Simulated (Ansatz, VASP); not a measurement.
**Al in VASP and in Ansatz**

```
Al
1.0
     0.00000    2.01386    2.02398
     2.03410    0.00000    2.02398
     2.03410    2.01386    0.00000
Al
1
Direct
  0.00000 0.00000 0.00000
```

Change from the starting cell: strain +0.0050 x Voigt [1, -1, 0, 0, 0, 0], atoms carried along.

Alike in both runs: task single point; functional PBE; k mesh 20 × 20 × 20; occupations gaussian, width 0.15 eV; no spin polarisation.

|  | VASP | Ansatz |
| --- | --- | --- |
| version | VASP 6.6.1 | Ansatz 0.2.0 |
| potentials or method | VASP PAW PBE potentials, release 64 (Al), cutoff 520 eV | scalar-relativistic, plane waves, PAW |
| valence electrons in the cell | 3 | 3 |

Ansatz gave:

| Item | Value |
| --- | --- |
| gap on the k mesh at the Fermi level (eV) | none |
| pressure (GPa) | -0.4 |
| traceless stress, the component that is largest in VASP (GPa) | -0.05 |

Estimate VASP's values.

gap on the k mesh at the Fermi level (eV): none; pressure (GPa): -0.5; traceless stress, the component that is largest in VASP (GPa): -0.05.

A gap of «none» marks a metal or a gap that the smearing closes.
